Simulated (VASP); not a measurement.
# BP (F-43m) in VASP: further runs

BP is run at these levels: PBEsol; tasks: relaxation of cell and atoms, single point.

Program: VASP 6.6.1. These are calculated values, not measurements. Logs are shortened: lines on timing, memory, paths and dates and some standing lists are left out, and cuts for length are marked.

## (1) The cell of the first run

Symmetry: F-43m, No. 216, cubic system. The conventional cell has a = 4.538 Å, b = 4.538 Å, c = 4.538 Å, α = 90.00°, β = 90.00°, γ = 90.00°. B (site symmetry -43m) has 4 P at 1.97 Å within 2.6 Å. P (site symmetry -43m) has 4 B at 1.97 Å within 2.6 Å.

## (2) Relaxation of cell and atoms, PBEsol

Contents of INCAR:

```
SYSTEM = BP
ALGO     = Normal         ! electronic algorithm
EDIFF    = 1E-6           ! SCF threshold, eV
EDIFFG   = -0.005         ! ionic threshold
ENCUT    = 600            ! plane-wave cutoff, eV
GGA      = PS             ! functional
IBRION   = 2              ! ionic algorithm
ISIF     = 3              ! what is computed and relaxed
ISMEAR   = 0              ! smearing method
LASPH    = .True.         ! aspherical terms in the spheres
LCHARG   = .False.        ! write CHGCAR
LREAL    = .False.        ! projectors in reciprocal space
LWAVE    = .False.        ! write WAVECAR
NELM     = 60             ! most SCF steps
NSW      = 100            ! ionic steps
PREC     = Accurate       ! precision mode
SIGMA    = 0.02           ! smearing width, eV
```

Contents of KPOINTS:

```
k-points
0
Gamma
  10 10 10
  0 0 0
```

Contents of POSCAR:

```
BP
1.0
    0.0000000000      2.2690000000      2.2690000000
    2.2690000000      0.0000000000      2.2690000000
    2.2690000000      2.2690000000      0.0000000000
B P
1 1
Direct
    0.0000000000      0.0000000000      0.0000000000
    0.7500000000      0.7500000000      0.7500000000
```

Potentials or basis: VASP PAW PBE potentials, release 64 (B, P).

Started as:

```sh
> cat potpaw_PBE.64/B/POTCAR potpaw_PBE.64/P/POTCAR > POTCAR
> mpirun -np 1 vasp_std > vasp.out
```

OUTCAR:

```text
SYSTEM = BP
   EDIFF = 1E-6
   EDIFFG = -0.005
   ENCUT = 600
   GGA = PS
   IBRION = 2
   ISIF = 3
   ISMEAR = 0
   LASPH = .True.
   LREAL = .False.
   NELM = 60
   NSW = 100
   PREC = Accurate

 ion  position               nearest neighbor table
   1  0.000  0.000  0.000-   2 1.97   2 1.97   2 1.97   2 1.97
   2  0.750  0.750  0.750-   1 1.97   1 1.97   1 1.97   1 1.97

  LATTYP: Found a face centered cubic cell.
 ALAT       =     4.5380000000

  Lattice vectors:

 A1 = (   0.0000000000,   2.2690000000,   2.2690000000)
 A2 = (   2.2690000000,   0.0000000000,   2.2690000000)
 A3 = (   2.2690000000,   2.2690000000,   0.0000000000)

Analysis of symmetry for initial positions (statically):
=====================================================================
 Subroutine PRICEL returns:
 Original cell was already a primitive cell.

 Routine SETGRP: Setting up the symmetry group for a
 face centered cubic supercell.

 Subroutine GETGRP returns: Found 24 space group operations
 (whereof 24 operations were pure point group operations)
 out of a pool of 48 trial point group operations.

The static configuration has the point symmetry T_d .

Analysis of symmetry for dynamics (positions and initial velocities):
=====================================================================
 Subroutine PRICEL returns:
 Original cell was already a primitive cell.

 Routine SETGRP: Setting up the symmetry group for a
 face centered cubic supercell.

 Subroutine GETGRP returns: Found 24 space group operations
 (whereof 24 operations were pure point group operations)
 out of a pool of 48 trial point group operations.

The dynamic configuration has the point symmetry T_d .

 Subroutine INISYM returns: Found 24 space group operations
 (whereof 24 operations are pure point group operations),
 and found     1 'primitive' translations

----------------------------------------------------------------------------------------

                                     Primitive cell

  volume of cell :      23.3633

  direct lattice vectors                    reciprocal lattice vectors
     0.000000000  2.269000000  2.269000000    -0.220361393  0.220361393  0.220361393
     2.269000000  0.000000000  2.269000000     0.220361393 -0.220361393  0.220361393
     2.269000000  2.269000000  0.000000000     0.220361393  0.220361393 -0.220361393
[... 92 lines left out ...]
   POTIM  = 0.5000    time-step for ionic-motion
   TEBEG  =    0.0;   TEEND  =   0.0 temperature during run
   PSTRESS=    0.0 pullay stress
   NELECT =       8.0000    total number of electrons
   NUPDOWN=      -1.0000    fix difference up-down
   EMIN   =  10.00;   EMAX   =-10.00  energy-range for DOS
   EFERMI =   0.00;   METHOD = LEGACY
   ISMEAR =     0;   SIGMA  =   0.02  broadening in eV -4-tet -1-fermi 0-gaus
   EFERMI_NEDOS =   21; number of points for ismear=-14 and -15
   IALGO  =     38    algorithm
   IMIX   =      4    mixing-type and parameters
     AMIX     =   0.40;   BMIX     =  1.00
     AMIX_MAG =   1.60;   BMIX_MAG =  1.00
  volume/ion in A,a.u.               =      11.68        78.83
  Fermi-wavevector in a.u.,A,eV,Ry     =   1.145320  2.164342 17.847562  1.311759
  Thomas-Fermi vector in A             =   2.282009
   LORBIT       =      0    0 simple, 1 ext, 2 COOP (PROOUT), +10 PAW based schemes
   GGA     = PS    functional components
   LHFCALC =     F    Hartree Fock is set to
   AEXX    =    0.0000 exact exchange contribution
   IVDW    =     0    specifies the selected vdW correction
   LEPSILON=     F    determine dielectric tensor
   LRPA    =     F    only Hartree local field effects (RPA)
 conjugate gradient relaxation of ions
 non-spin polarized calculation
 Gauss-broadening in eV      SIGMA  =   0.02
  energy-cutoff  :      600.00
  volume of cell :       23.36
 maximum number of plane-waves:       794
 NGX is ok and might be reduce to    28
   NGX = 13   NGY = 13   NGZ = 13

--------------------------------------- Ionic step        1  -------------------------------------------

 number of electron       8.0000000 magnetization

 Free energy of the ion-electron system (eV)
  ---------------------------------------------------
  ext. energy  EPLUGINS =         0.00000000
  ---------------------------------------------------
  free energy    TOTEN  =       -13.67383584 eV

  energy without entropy =      -13.67383584  energy(sigma->0) =      -13.67383584

------------------------ aborting loop because EDIFF is reached ----------------------------------------

  FORCE on cell =-STRESS in cart. coord.  units (eV):
  Direction    XX          YY          ZZ          XY          YZ          ZX
  --------------------------------------------------------------------------------------
  -------------------------------------------------------------------------------------
  Total       -0.2701181     -0.2701181     -0.2701181      0.0000000      0.0000000      0.0000000
  in kB      -18.5238271    -18.5238271    -18.5238271      0.0000000      0.0000000      0.0000000
  external PRESSURE =     -18.5238271 kB  Pullay stress =       0.0000000 kB
[... 59 lines left out ...]
--------------------------------------- Ionic step        3  -------------------------------------------

 number of electron       8.0000000 magnetization

 Free energy of the ion-electron system (eV)
  ---------------------------------------------------
  ext. energy  EPLUGINS =         0.00000000
  ---------------------------------------------------
  free energy    TOTEN  =       -13.67535475 eV

  energy without entropy =      -13.67535475  energy(sigma->0) =      -13.67535475

 E-fermi :   7.6771     XC(G=0): -11.0930

 val. band max:        7.5378176417   @ k =   0.0000   0.0000   0.0000
 cond. band min:       8.6542961197   @ k =   0.4000   0.4000   0.0000
 fundamental gap:      1.1164784779
 Fermi energy:         7.6770519223

 k-point     1 :       0.0000    0.0000    0.0000
  band No.  band energies     occupation
      1      -8.0601      2.00000
      2       7.5378      2.00000
      3       7.5378      2.00000
      4       7.5378      2.00000
      5      10.9113      0.00000
      6      10.9113      0.00000
      7      10.9113      0.00000
      8      15.0509      0.00000
[... 243 lines left out ...]
 k-point    24 :       0.4000    0.3000    0.0000
  band No.  band energies     occupation
      1      -5.0798      2.00000
      2       1.3491      2.00000
      3       3.4066      2.00000
      4       3.9589      2.00000
      5       9.2412      0.00000
      6      11.0313      0.00000
      7      17.0650      0.00000
      8      17.0686      0.00000

 [... further k-points ...]
[... 5 lines left out ...]
  --------------------------------------------------------------------------------------
  -------------------------------------------------------------------------------------
  Total        0.0005616      0.0005616      0.0005616      0.0000000      0.0000000     -0.0000000
  in kB        0.0389431      0.0389431      0.0389431      0.0000000      0.0000000     -0.0000000
  external PRESSURE =       0.0389431 kB  Pullay stress =       0.0000000 kB
[... 17 lines left out ...]
  FREE ENERGIE OF THE ION-ELECTRON SYSTEM (eV)
  ---------------------------------------------------
  free  energy   TOTEN  =       -13.6753547507 eV

  energy  without entropy=      -13.6753547507  energy(sigma->0) =      -13.67535475

 reached required accuracy - stopping structural energy minimisation
```

OSZICAR:

```text
N       E                     dE             d eps       ncg     rms          rms(c)
DAV:   1     0.134338136522E+02    0.13434E+02   -0.44649E+03   752   0.100E+03
DAV:   2    -0.140756106987E+02   -0.27509E+02   -0.26648E+02  1176   0.121E+02
DAV:   3    -0.143816920717E+02   -0.30608E+00   -0.30608E+00   904   0.169E+01
DAV:   4    -0.143825052159E+02   -0.81314E-03   -0.81314E-03  1256   0.878E-01
[... 19 lines left out ...]
DAV:   2    -0.136755084076E+02    0.51123E-03   -0.10669E-03   976   0.208E-01    0.926E-02
DAV:   3    -0.136753693608E+02    0.13905E-03   -0.29719E-04   856   0.993E-02    0.240E-02
DAV:   4    -0.136753579933E+02    0.11367E-04   -0.11731E-05   976   0.255E-02    0.190E-02
DAV:   5    -0.136753550765E+02    0.29168E-05   -0.26719E-06   880   0.115E-02    0.888E-03
DAV:   6    -0.136753547507E+02    0.32575E-06   -0.64877E-08   376   0.219E-03
   3 F= -.13675355E+02 E0= -.13675355E+02  d E =-.151891E-02
```

Wall time 12 s (1 thread of Intel Xeon 6975P-C (Granite Rapids), shared host); peak memory 0.15 GiB.

What came out:

* Free energy: -13.6754 eV
* Relaxed volume: 11.55 Å³/atom
* Relaxed cell: a = 3.197 Å, b = 3.197 Å, c = 3.197 Å, α = 60.00°, β = 60.00°, γ = 60.00°
* Space group after relaxing (to 0.05 Å): F-43m (No. 216)
* Energy gained by relaxing: 0.8 meV/atom
* Ionic steps: 3
* Pressure after relaxing: 0.0 GPa
* Band gap on the k mesh: 1.12 eV, indirect (least direct gap 3.37 eV)

Step by step:
```
step  energy change (eV)  largest force (eV/Å)  pressure (GPa)  volume (Å³)
   1              0.0000                0.0000           -1.85        23.36
   2             -0.0006                0.0000            1.45        22.91
   3             -0.0015                0.0000            0.00        23.10
```

Final structure:
```
CELL_PARAMETERS angstrom
0.00000 2.26055 2.26055
2.26055 0.00000 2.26055
2.26055 2.26055 0.00000
ATOMIC_POSITIONS crystal
B 0.00000 0.00000 0.00000
P 0.75000 0.75000 0.75000
```

Caveat: the PAW data sets were made with another functional, which shifts forces and pressure a little. A k mesh can miss the band edges.

## (3) Single point, PBEsol

This run uses another cell than the first one, of 11.54 Å³/atom, 0.988 times its volume.

Contents of INCAR:

```
ALGO = Normal
EDIFF = 1E-7
ENCUT = 520
GGA = PS
ISIF = 2
ISMEAR = 0
LASPH = T
LCHARG = F
LREAL = F
LWAVE = F
NBANDS = 11
NELM = 100
PREC = Accurate
SIGMA = 0.02
```

Contents of KPOINTS:

```
k-points
0
Gamma
  10 10 10
```

Contents of POSCAR:

```
BP
1.0
    0.0000000000     -2.2600864031     -2.2600864031
    2.2600864031      0.0000000000     -2.2600864031
    2.2600864031     -2.2600864031      0.0000000000
B P
1 1
Direct
    0.0000000000      0.0000000000      0.0000000000
    0.7500000000      0.7500000000      0.7500000000
```

Potentials or basis: VASP PAW PBE potentials, release 64 (B, P).

Started as:

```sh
> cat potpaw_PBE.64/B/POTCAR potpaw_PBE.64/P/POTCAR > POTCAR
> mpirun -np 1 vasp_std > vasp.out
```

It took 4.7 s on 1 thread of Intel Xeon Platinum 8488C (Sapphire Rapids), shared host; peak memory 0.13 GiB.

It converged, with:

| Quantity | Value |
| --- | --- |
| Free energy | -13.6736 eV |
| Pressure | 0.1 GPa |
| Band gap on the k mesh | 1.12 eV, indirect (least direct gap 3.37 eV) |

Levels at points of the mesh, in eV from the valence-band top:
```
           k point  band 1  band 2  band 3  band 4  band 5  band 6  band 7  band 8
(0.00, 0.00, 0.00)  -15.60    0.00    0.00    0.00    3.37    3.37    3.37    7.52
(0.50, 0.00, 0.00)  -12.21   -9.18   -1.78   -1.78    3.80    4.66    4.66    9.97
(0.50, 0.50, 0.00)  -10.67   -8.66   -4.19   -4.19    1.20    1.51   12.21   12.21
```

Caveat: the PAW data sets were made with another functional, which shifts forces and pressure a little. PBEsol gaps usually lie below the measured ones, often by a third to a half.
